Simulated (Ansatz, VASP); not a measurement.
Si: VASP beside Ansatz

```
Si
1.0
    -2.23208    2.34860    1.26429
     2.23208   -2.34860    1.26429
     2.23208    2.34860   -1.26429
Si
2
Direct
  0.80700 0.55700 0.25000
  0.19300 0.44300 0.75000
```

Change from the starting cell: volume scaled by 0.975, PAW files.

Alike in both runs: task electric field gradients; functional LDA; k mesh 16 × 16 × 16; occupations fermi-dirac, width 0.05 eV; no spin polarisation.

```csv
,VASP,Ansatz
version,VASP 6.6.1,Ansatz 0.2.0
potentials or method,"VASP PAW LDA potentials, release 64 (Si)","PAW with Ansatz's default frozen-core files, scalar-relativistic"
plane-wave cutoff (eV),520,420
valence electrons in the cell,8,8
```

```tsv
	VASP	Ansatz	Ansatz less VASP
pressure (GPa)	15.3	15.2	-0.15
traceless stress, the component that is largest in VASP (GPa)	1.94	1.92	-0.023
rms of the force components (eV/Å)	0.005	0.005	+0.0005
size of Vzz on the site where it differs most (V/Å²)	27.2	26.6	-0.67
```

LDA's correlation is that of Perdew and Zunger in VASP and of Perdew and Wang (1992) in Ansatz. Atom by atom the forces differ by 0.000 eV/Å (rms over components).
